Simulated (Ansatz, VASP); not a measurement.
Sr2SO: VASP beside Ansatz

```
CELL_PARAMETERS angstrom
4.00394 0.00000 0.00000
0.00000 4.00394 0.00000
0.00000 0.00000 5.66808
ATOMIC_POSITIONS crystal
Sr 0.00000 0.00000 0.00000
Sr 0.50000 0.50000 0.50000
S 0.00000 0.00000 0.50000
O 0.50000 0.50000 0.00000
```

Alike in both runs: functional r2SCAN; dispersion rVV10; k mesh 6 × 6 × 4; no spin polarisation.

Ansatz relaxed the structure, and its values are those at the end. VASP's run is a single point on that final structure, the one shown.

|  | VASP | Ansatz |
| --- | --- | --- |
| version | VASP 6.6.1 | Ansatz 0.2.0 |
| potentials or method | VASP PAW PBE potentials, release 64 (Sr_sv, S, O) | plane waves, PAW |
| plane-wave cutoff (eV) | 520 | 500 |
| occupations | gaussian, width 0.01 eV | fixed |
| valence electrons in the cell | 32 | 32 |

Ansatz gave:

* pressure (GPa): 0.0

Task: Which values does VASP return?

Result: Pressure (GPa): 0.3.

VASP's potentials were made for PBE, not for r2SCAN.
